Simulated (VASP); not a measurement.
# Sn (Pm-3m) in VASP: further runs

Sn is run at these levels: r2SCAN; tasks: single point.

Everything below comes from runs of VASP 6.6.1. Logs are shortened: lines on timing, memory, paths and dates and some standing lists are left out, and cuts for length are marked.

### 1 The cell of the first run

The structure is cubic, space group Pm-3m (No. 221). The conventional cell has a = 3.052 Å, b = 3.052 Å, c = 3.052 Å, α = 90.00°, β = 90.00°, γ = 90.00°. Within 4.0 Å of Sn (site symmetry m-3m) lie 6 Sn at 3.05 Å.

### 2 Single point, r2SCAN

File POSCAR:

```
Sn
1.0
    3.0519306036      0.0000000000      0.0000000000
    0.0000000000      3.0519306036      0.0000000000
    0.0000000000      0.0000000000      3.0519306036
Sn
1
Direct
    0.0000000000      0.0000000000      0.0000000000
```

File INCAR.step1:

```
SYSTEM = Sn
ALGO = Normal
EDIFF = 1E-4
ENCUT = 520
GGA = PE
ISMEAR = -1
LASPH = .TRUE.
LCHARG = .FALSE.
LREAL = .FALSE.
LWAVE = .TRUE.
NBANDS = 13
NELM = 60
PREC = Accurate
SIGMA = 0.1
```

File INCAR.step2:

```
SYSTEM = Sn
ALGO = Normal
EDIFF = 1E-7
ENCUT = 520
ISIF = 2
ISMEAR = -1
ISTART = 1
LASPH = .TRUE.
LCHARG = .TRUE.
LELF = .TRUE.
LMIXTAU = .TRUE.
LREAL = .FALSE.
LVHAR = .TRUE.
LWAVE = .FALSE.
METAGGA = R2SCAN
NBANDS = 13
NELM = 60
PREC = Accurate
SIGMA = 0.1
```

File KPOINTS:

```
k-points
0
G
  10 10 10
  0 0 0
```

Potentials or basis: VASP PAW PBE potentials, release 64 (Sn_d).

Launch:

```console
$ cat potpaw_PBE.64/Sn_d/POTCAR > POTCAR
$ cp INCAR.step1 INCAR
$ mpirun -np 1 vasp_std > vasp.out
$ cp INCAR.step2 INCAR
$ mpirun -np 1 vasp_std > vasp.out
```

OUTCAR:

```text
SYSTEM = Sn
   EDIFF = 1E-7
   ENCUT = 520
   ISIF = 2
   ISMEAR = -1
   ISTART = 1
   LASPH = .TRUE.
   LREAL = .FALSE.
   METAGGA = R2SCAN
   NELM = 60
   PREC = Accurate

 ion  position               nearest neighbor table
   1  0.000  0.000  0.000-

  LATTYP: Found a simple cubic cell.
 ALAT       =     3.0519306036

  Lattice vectors:

 A1 = (   3.0519306036,   0.0000000000,   0.0000000000)
 A2 = (   0.0000000000,   3.0519306036,   0.0000000000)
 A3 = (   0.0000000000,   0.0000000000,   3.0519306036)

Analysis of symmetry for initial positions (statically):
=====================================================================
 Subroutine PRICEL returns:
 Original cell was already a primitive cell.

 Routine SETGRP: Setting up the symmetry group for a
 simple cubic supercell.

 Subroutine GETGRP returns: Found 48 space group operations
 (whereof 48 operations were pure point group operations)
 out of a pool of 48 trial point group operations.

The static configuration has the point symmetry O_h .

Analysis of symmetry for dynamics (positions and initial velocities):
=====================================================================
 Subroutine PRICEL returns:
 Original cell was already a primitive cell.

 Routine SETGRP: Setting up the symmetry group for a
 simple cubic supercell.

 Subroutine GETGRP returns: Found 48 space group operations
 (whereof 48 operations were pure point group operations)
 out of a pool of 48 trial point group operations.

The dynamic configuration has the point symmetry O_h .

 Subroutine INISYM returns: Found 48 space group operations
 (whereof 48 operations are pure point group operations),
 and found     1 'primitive' translations

----------------------------------------------------------------------------------------

                                     Primitive cell

  volume of cell :      28.4265

  direct lattice vectors                    reciprocal lattice vectors
     3.051930604  0.000000000  0.000000000     0.327661448  0.000000000  0.000000000
     0.000000000  3.051930604  0.000000000     0.000000000  0.327661448  0.000000000
     0.000000000  0.000000000  3.051930604     0.000000000  0.000000000  0.327661448

  length of vectors
     3.051930604  3.051930604  3.051930604     0.327661448  0.327661448  0.327661448
[... 78 lines left out ...]
   NELM   =     60;   NELMIN=  2; NELMDL=  0     # of ELM steps
   EDIFF  = 0.1E-06   stopping-criterion for ELM
   LREAL  =      F    real-space projection
   EDIFFG = 0.1E-05   stopping-criterion for IOM
   NSW    =      0    number of steps for IOM
   IBRION =     -1    ionic relax: 0-MD 1-quasi-New 2-CG
   NFREE  =      0    steps in history (QN), initial steepest desc. (CG)
   ISIF   =      2    stress and relaxation
   ISYM   =      2    0-nonsym 1-usesym 2-fastsym
   POTIM  = 0.5000    time-step for ionic-motion
   TEBEG  =    0.0;   TEEND  =   0.0 temperature during run
   PSTRESS=    0.0 pullay stress
   NELECT =      14.0000    total number of electrons
   NUPDOWN=      -1.0000    fix difference up-down
   EMIN   =  10.00;   EMAX   =-10.00  energy-range for DOS
   EFERMI =   0.00;   METHOD = LEGACY
   ISMEAR =    -1;   SIGMA  =   0.10  broadening in eV -4-tet -1-fermi 0-gaus
   EFERMI_NEDOS =   21; number of points for ismear=-14 and -15
   IALGO  =     38    algorithm
   IMIX   =      4    mixing-type and parameters
     AMIX     =   0.40;   BMIX     =  1.00
     AMIX_MAG =   1.60;   BMIX_MAG =  1.00
  volume/ion in A,a.u.               =      28.43       191.83
  Fermi-wavevector in a.u.,A,eV,Ry     =   1.292834  2.443103 22.741056  1.671420
  Thomas-Fermi vector in A             =   2.424517
   LORBIT       =      0    0 simple, 1 ext, 2 COOP (PROOUT), +10 PAW based schemes
   METAGGA = R2SCAN    functional components
   LHFCALC =     F    Hartree Fock is set to
   AEXX    =    0.0000 exact exchange contribution
   IVDW    =     0    specifies the selected vdW correction
   LEPSILON=     F    determine dielectric tensor
   LRPA    =     F    only Hartree local field effects (RPA)
 non-spin polarized calculation
  energy-cutoff  :      520.00
  volume of cell :       28.43
 maximum number of plane-waves:       776
 NGX is ok and might be reduce to    24
   NGX = 11   NGY = 11   NGZ = 11

 number of electron      14.0000014 magnetization

 Free energy of the ion-electron system (eV)
  ---------------------------------------------------
  ext. energy  EPLUGINS =         0.00000000
  ---------------------------------------------------
  free energy    TOTEN  =       -24.63983728 eV

  energy without entropy =      -24.62828246  energy(sigma->0) =      -24.63405987

 E-fermi :   7.2078     XC(G=0): -10.8470

 val. band max:        6.9844396081   @ k =   0.5000   0.5000   0.4000
 cond. band min:       7.2101899936   @ k =   0.3000   0.3000   0.2000
 fundamental gap:      0.2257503854
 Fermi energy:         7.2078019077

 k-point     1 :       0.0000    0.0000    0.0000
  band No.  band energies     occupation
      1     -15.0561      2.00000
      2     -15.0561      2.00000
      3     -14.6155      2.00000
      4     -14.6155      2.00000
      5     -14.6155      2.00000
      6      -4.1045      2.00000
      7      12.9652      0.00000
      8      12.9652      0.00000
      9      12.9652      0.00000
     10      16.3345      0.00000
     11      16.3345      0.00000
     12      18.3798      0.00000
     13      28.3903      0.00000
[... 354 lines left out ...]
  band No.  band energies     occupation
      1     -14.9921      2.00000
      2     -14.8095      2.00000
      3     -14.7039      2.00000
      4     -14.7021      2.00000
      5     -14.6312      2.00000
      6      -2.2487      2.00000
      7       5.9233      1.99999
      8      12.4519      0.00000
      9      12.9794      0.00000
     10      19.6814      0.00000
     11      19.7088      0.00000
     12      20.9533      0.00000
     13      22.4291      0.00000

 [... further k-points ...]
[... 5 lines left out ...]
  --------------------------------------------------------------------------------------
  -------------------------------------------------------------------------------------
  Total       -0.0061471     -0.0061471     -0.0061471      0.0000000      0.0000000     -0.0000000
  in kB       -0.3464646     -0.3464646     -0.3464646      0.0000000      0.0000000     -0.0000000
  external PRESSURE =      -0.3464646 kB  Pullay stress =       0.0000000 kB

 VOLUME and BASIS-vectors are now :
 -----------------------------------------------------------------------------
  energy-cutoff  :      520.00
  volume of cell :       28.43
      direct lattice vectors                 reciprocal lattice vectors
     3.051930604  0.000000000  0.000000000     0.327661448  0.000000000  0.000000000
     0.000000000  3.051930604  0.000000000     0.000000000  0.327661448  0.000000000
     0.000000000  0.000000000  3.051930604     0.000000000  0.000000000  0.327661448

 POSITION                                       TOTAL-FORCE (eV/Angst)
 -----------------------------------------------------------------------------------
      0.00000      0.00000      0.00000         0.000000      0.000000      0.000000
 -----------------------------------------------------------------------------------
    total drift:                               -0.000000      0.000000     -0.000000

  FREE ENERGIE OF THE ION-ELECTRON SYSTEM (eV)
  ---------------------------------------------------
  free  energy   TOTEN  =       -24.6398372825 eV

  energy  without entropy=      -24.6282824616  energy(sigma->0) =      -24.63405987
```

OSZICAR.step1:

```text
N       E                     dE             d eps       ncg     rms          rms(c)
DAV:   1     0.791113714884E+02    0.79111E+02   -0.72748E+03  1476   0.157E+03
DAV:   2     0.198990129035E+01   -0.77121E+02   -0.74693E+02  1526   0.333E+02
DAV:   3    -0.368072538446E+01   -0.56706E+01   -0.56525E+01  1746   0.739E+01
DAV:   4    -0.380077898611E+01   -0.12005E+00   -0.12004E+00  1679   0.114E+01
DAV:   5    -0.380498433113E+01   -0.42053E-02   -0.42053E-02  1898   0.211E+00    0.165E+00
DAV:   6    -0.379918239252E+01    0.58019E-02   -0.10658E-02  1784   0.185E+00    0.938E-01
DAV:   7    -0.379868903348E+01    0.49336E-03   -0.76841E-03  1791   0.154E+00    0.119E-01
DAV:   8    -0.379876338108E+01   -0.74348E-04   -0.98846E-04  1736   0.503E-01
   1 F= -.37987634E+01 E0= -.37921879E+01  d E =-.131509E-01
```

Wall time 35 s (1 thread of AMD EPYC 9R45 (Zen 5), shared host); peak memory 0.12 GiB.

What came out:

```
Free energy            : -24.6398 eV
Pressure               : 0.0 GPa
Band gap on the k mesh : zero (band 7 reaches 12.97 eV, above the bottom of band 8 at 4.88 eV)
```

Caveat: the PAW data sets were made with another functional, which shifts forces and pressure a little; spin-orbit coupling is left out, which moves the levels of the heavy elements.

### 3 Single point, r2SCAN (volume scaled by 0.88)

File POSCAR:

```
Sn
1.0
    2.9246161793      0.0000000000      0.0000000000
    0.0000000000      2.9246161793      0.0000000000
    0.0000000000      0.0000000000      2.9246161793
Sn
1
Direct
    0.0000000000      0.0000000000      0.0000000000
```

File INCAR.step1:

```
SYSTEM = Sn
ALGO = Normal ; EDIFF = 1E-4
ENCUT = 520 ; GGA = PE
ISMEAR = -1 ; LASPH = .True.
LCHARG = .False. ; LREAL = .False.
LWAVE = .True. ; NBANDS = 13
NELM = 80 ; PREC = Accurate
SIGMA = 0.1
```

File INCAR.step2:

```
SYSTEM = Sn
ALGO = Normal ; EDIFF = 1E-6
ENCUT = 520 ; ISIF = 2
ISMEAR = -1 ; ISTART = 1
LASPH = .True. ; LCHARG = .False.
LMIXTAU = .True. ; LREAL = .False.
LWAVE = .False. ; METAGGA = R2SCAN
NBANDS = 13 ; NELM = 80
PREC = Accurate ; SIGMA = 0.1
```

File KPOINTS:

```
k-points
0
Gamma
  12 12 12
  0 0 0
```

Potentials or basis: VASP PAW PBE potentials, release 64 (Sn_d).

Launch:

```console
$ cat potpaw_PBE.64/Sn_d/POTCAR > POTCAR
$ cp INCAR.step1 INCAR
$ mpirun -np 1 vasp_std > vasp.out
$ cp INCAR.step2 INCAR
$ mpirun -np 1 vasp_std > vasp.out
```

Wall time 46 s (1 thread of AMD EPYC 9R45 (Zen 5), shared host); peak memory 0.13 GiB.

Results (log left out):

```yaml
Free_energy: -24.5038 eV
Pressure: 9.7 GPa
Band_gap_on_the_k_mesh: zero (band 7 reaches 15.11 eV, above the bottom of band 8 at 6.08 eV)
```

Levels at points of the mesh, in eV from the Fermi level:
| k point | band 4 | band 5 | band 6 | band 7 | band 8 | band 9 | band 10 | band 11 |
| --- | --- | --- | --- | --- | --- | --- | --- | --- |
| (0.00, 0.00, 0.00) | -22.00 | -22.00 | -12.45 | 6.15 | 6.15 | 6.15 | 9.56 | 9.56 |
| (0.50, 0.00, 0.00) | -22.16 | -21.99 | -8.56 | -5.76 | 9.46 | 9.46 | 12.89 | 12.92 |
| (0.50, 0.50, 0.00) | -22.15 | -21.82 | -4.33 | -2.87 | -2.87 | 2.86 | 13.36 | 15.58 |
| (0.50, 0.50, 0.50) | -21.81 | -21.81 | 0.00 | 0.00 | 0.00 | 0.84 | 6.26 | 6.26 |

Caveat: the PAW data sets were made with another functional, which shifts forces and pressure a little; spin-orbit coupling is left out, which moves the levels of the heavy elements.

### 4 Single point, r2SCAN (volume scaled by 0.92)

File POSCAR:

```
Sn
1.0
    2.9682736035      0.0000000000      0.0000000000
    0.0000000000      2.9682736035      0.0000000000
    0.0000000000      0.0000000000      2.9682736035
Sn
1
Direct
    0.0000000000      0.0000000000      0.0000000000
```

File INCAR.step1:

```
  PREC = Accurate
  ENCUT = 520
  ISMEAR = -1
  SIGMA = 0.1
  LREAL = False
  LASPH = True
  NELM = 100
  NBANDS = 13
  GGA = PE
  ALGO = Normal
  EDIFF = 1E-4
  LWAVE = True
  LCHARG = False
```

File INCAR.step2:

```
  PREC = Accurate
  ENCUT = 520
  EDIFF = 1E-7
  ISMEAR = -1
  SIGMA = 0.1
  LREAL = False
  LASPH = True
  NELM = 100
  ALGO = Normal
  ISIF = 2
  LWAVE = False
  LCHARG = False
  METAGGA = R2SCAN
  LMIXTAU = True
  NBANDS = 13
  ISTART = 1
```

File KPOINTS:

```
regular mesh
0
Gamma
  12 12 12
```

Launch:

```console
$ cat potpaw_PBE.64/Sn_d/POTCAR > POTCAR
$ cp INCAR.step1 INCAR
$ mpirun -np 1 vasp_std > vasp.out
$ cp INCAR.step2 INCAR
$ mpirun -np 1 vasp_std > vasp.out
```

Run time: 48 s. Hardware: 1 thread of AMD EPYC 9R45 (Zen 5), shared host; peak memory 0.13 GiB.

Results (log left out):

| Item | Value |
| --- | --- |
| Free energy | -24.5588 eV |
| Pressure | 5.8 GPa |
| Band gap on the k mesh | zero (band 7 reaches 14.34 eV, above the bottom of band 8 at 5.65 eV) |

Levels at points of the mesh, in eV from the Fermi level:
| k point | band 4 | band 5 | band 6 | band 7 | band 8 | band 9 | band 10 | band 11 |
| --- | --- | --- | --- | --- | --- | --- | --- | --- |
| (0.00, 0.00, 0.00) | -21.97 | -21.97 | -12.07 | 5.98 | 5.98 | 5.98 | 9.36 | 9.36 |
| (0.50, 0.00, 0.00) | -22.10 | -21.96 | -8.41 | -5.47 | 9.10 | 9.10 | 12.56 | 12.81 |
| (0.50, 0.50, 0.00) | -22.10 | -21.80 | -4.43 | -2.71 | -2.71 | 2.95 | 12.69 | 15.41 |
| (0.50, 0.50, 0.50) | -21.79 | -21.79 | 0.01 | 0.01 | 0.01 | 0.39 | 6.24 | 6.24 |

Caveat: the PAW data sets were made with another functional, which shifts forces and pressure a little; spin-orbit coupling is left out, which moves the levels of the heavy elements.

### 5 Single point, r2SCAN (volume scaled by 0.96)

File POSCAR:

```
Sn
1.0
    3.0106832419      0.0000000000      0.0000000000
    0.0000000000      3.0106832419      0.0000000000
    0.0000000000      0.0000000000      3.0106832419
Sn
1
Direct
    0.0000000000      0.0000000000      0.0000000000
```

File INCAR.step1:

```
SYSTEM = Sn
ALGO = Normal ; EDIFF = 1E-4
ENCUT = 520 ; GGA = PE
ISMEAR = -1 ; LASPH = .True.
LCHARG = .False. ; LREAL = .False.
LWAVE = .True. ; NBANDS = 13
NELM = 60 ; PREC = Accurate
SIGMA = 0.1
```

File INCAR.step2:

```
SYSTEM = Sn
ALGO = Normal ; EDIFF = 1E-6
ENCUT = 520 ; ISIF = 2
ISMEAR = -1 ; ISTART = 1
LASPH = .True. ; LCHARG = .True.
LELF = .True. ; LMIXTAU = .True.
LREAL = .False. ; LVHAR = .True.
LWAVE = .False. ; METAGGA = R2SCAN
NBANDS = 13 ; NELM = 60
PREC = Accurate ; SIGMA = 0.1
```

File KPOINTS:

```
k-points
0
Gamma
  12 12 12
  0 0 0
```

Launch:

```console
$ cat potpaw_PBE.64/Sn_d/POTCAR > POTCAR
$ cp INCAR.step1 INCAR
$ mpirun -np 1 vasp_std > vasp.out
$ cp INCAR.step2 INCAR
$ mpirun -np 1 vasp_std > vasp.out
```

It took 44 s on 1 thread of AMD EPYC 9R45 (Zen 5), shared host; peak memory 0.13 GiB.

The run converged. Its results:

```
Free energy            : -24.5891 eV
Pressure               : 2.7 GPa
Band gap on the k mesh : zero (band 7 reaches 13.63 eV, above the bottom of band 8 at 5.25 eV)
```

Levels at points of the mesh, in eV from the Fermi level:
| k point | band 5 | band 6 | band 7 | band 8 | band 9 | band 10 |
| --- | --- | --- | --- | --- | --- | --- |
| (0.00, 0.00, 0.00) | -21.94 | -11.73 | 5.81 | 5.81 | 5.81 | 9.19 |
| (0.50, 0.00, 0.00) | -21.93 | -8.27 | -5.20 | 8.76 | 8.76 | 12.24 |
| (0.50, 0.50, 0.00) | -21.79 | -4.51 | -2.56 | -2.56 | 3.04 | 12.09 |
| (0.50, 0.50, 0.50) | -21.79 | -0.02 | 0.02 | 0.02 | 0.02 | 6.21 |

Caveat: the PAW data sets were made with another functional, which shifts forces and pressure a little; spin-orbit coupling is left out, which moves the levels of the heavy elements.

### 6 Single point, r2SCAN

File POSCAR:

```
Sn
1.0
    3.0519306036      0.0000000000      0.0000000000
    0.0000000000      3.0519306036      0.0000000000
    0.0000000000      0.0000000000      3.0519306036
Sn
1
Direct
    0.0000000000      0.0000000000      0.0000000000
```

File INCAR.step1:

```
SYSTEM = Sn
PREC = Accurate ; ENCUT = 520
ISMEAR = -1 ; SIGMA = 0.1
LREAL = .FALSE. ; LASPH = .TRUE.
NELM = 100 ; NBANDS = 13
GGA = PE ; ALGO = Normal
EDIFF = 1E-4 ; LWAVE = .TRUE.
LCHARG = .FALSE.
```

File INCAR.step2:

```
SYSTEM = Sn
PREC = Accurate ; ENCUT = 520
EDIFF = 1E-7 ; ISMEAR = -1
SIGMA = 0.1 ; LREAL = .FALSE.
LASPH = .TRUE. ; NELM = 100
ALGO = Normal ; ISIF = 2
LWAVE = .FALSE. ; LCHARG = .FALSE.
METAGGA = R2SCAN ; LMIXTAU = .TRUE.
NBANDS = 13 ; ISTART = 1
```

File KPOINTS:

```
regular mesh
0
G
  12 12 12
  0 0 0
```

Potentials or basis: VASP PAW PBE potentials, release 64 (Sn_d).

Launch:

```console
$ cat potpaw_PBE.64/Sn_d/POTCAR > POTCAR
$ cp INCAR.step1 INCAR
$ mpirun -np 1 vasp_std > vasp.out
$ cp INCAR.step2 INCAR
$ mpirun -np 1 vasp_std > vasp.out
```

It took 47 s on 1 thread of AMD EPYC 9R45 (Zen 5), shared host; peak memory 0.13 GiB.

The run converged. Its results:

```yaml
Free_energy: -24.6001 eV
Pressure: 0.3 GPa
Band_gap_on_the_k_mesh: zero (band 7 reaches 12.96 eV, above the bottom of band 8 at 4.88 eV)
```

Levels at points of the mesh, in eV from the Fermi level:
| k point | band 3 | band 4 | band 5 | band 6 | band 7 | band 8 | band 9 | band 10 | band 11 | band 12 |
| --- | --- | --- | --- | --- | --- | --- | --- | --- | --- | --- |
| (0.00, 0.00, 0.00) | -21.92 | -21.92 | -21.92 | -11.41 | 5.65 | 5.65 | 5.65 | 9.03 | 9.03 | 11.07 |
| (0.50, 0.00, 0.00) | -22.04 | -22.02 | -21.91 | -8.14 | -4.95 | 8.43 | 8.43 | 11.94 | 12.46 | 12.75 |
| (0.50, 0.50, 0.00) | -22.02 | -22.02 | -21.79 | -4.59 | -2.43 | -2.43 | 3.12 | 11.53 | 15.07 | 15.07 |
| (0.50, 0.50, 0.50) | -22.17 | -21.78 | -21.78 | -0.39 | 0.03 | 0.03 | 0.03 | 6.19 | 6.19 | 6.19 |

Caveat: the PAW data sets were made with another functional, which shifts forces and pressure a little; spin-orbit coupling is left out, which moves the levels of the heavy elements.

### 7 The runs side by side

| cell | k mesh | gap on the mesh (eV) | pressure (GPa) |
| --- | --- | --- | --- |
| a = 3.052 Å, 1 atom | 10 × 10 × 10 | none | 0.0 |
| a = 2.925 Å, 1 atom | 12 × 12 × 12 | none | 9.7 |
| a = 2.968 Å, 1 atom | 12 × 12 × 12 | none | 5.8 |
| a = 3.011 Å, 1 atom | 12 × 12 × 12 | none | 2.7 |
| a = 3.052 Å, 1 atom | 12 × 12 × 12 | none | 0.3 |

Alike in all rows: task single point; level r2SCAN; potentials or basis VASP PAW PBE potentials, release 64 (Sn_d); no spin polarisation; cutoff (eV) 520; smearing fermi-dirac 0.1 eV.

Caveats: the PAW data sets were made with another functional, which shifts forces and pressure a little; spin-orbit coupling is left out, which moves the levels of the heavy elements.

Absolute energies hang on the potentials; compare differences alone.
